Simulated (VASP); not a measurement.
A run of VASP 6.6.1:

Contents of POSCAR:

```
PbS
1.0
    0.0000000000      2.9705683257      2.9705683257
    2.9705683257      0.0000000000      2.9705683257
    2.9705683257      2.9705683257      0.0000000000
Pb S
1 1
Direct
    0.0000000000      0.0000000000      0.0000000000
    0.5000000000      0.5000000000      0.5000000000
```

File INCAR.step1:

```
SYSTEM = PbS
PREC = Accurate
ENCUT = 520
ISMEAR = 0
SIGMA = 0.01
LREAL = .FALSE.
LASPH = .TRUE.
NELM = 100
NBANDS = 17
GGA = PE
ALGO = Normal
EDIFF = 1E-4
LWAVE = .TRUE.
LCHARG = .FALSE.
```

INCAR.step2

```
SYSTEM = PbS
PREC = Accurate
ENCUT = 520
EDIFF = 1E-6
ISMEAR = 0
SIGMA = 0.01
LREAL = .FALSE.
LASPH = .TRUE.
NELM = 100
ALGO = Normal
ISIF = 2
LWAVE = .FALSE.
LCHARG = .TRUE.
METAGGA = R2SCAN
LMIXTAU = .TRUE.
LELF = .TRUE.
LVHAR = .TRUE.
NBANDS = 17
ISTART = 1
```

File KPOINTS:

```
regular mesh
0
G
  6 6 6
  0 0 0
```

Potentials or basis: VASP PAW PBE potentials, release 64 (Pb_d, S).

Command:

```bash
$ cat potpaw_PBE.64/Pb_d/POTCAR potpaw_PBE.64/S/POTCAR > POTCAR
$ cp INCAR.step1 INCAR
$ mpirun -np 1 vasp_std > vasp.out
$ cp INCAR.step2 INCAR
$ mpirun -np 1 vasp_std > vasp.out
```

Hardware: 1 thread of AMD EPYC 7R13 (shared host).

Question: How long does it take, and how much memory?

Answer: Wall time 71 s on 1 thread of AMD EPYC 7R13, on a shared host, peak memory 0.18 GiB. Counts: k points 16.
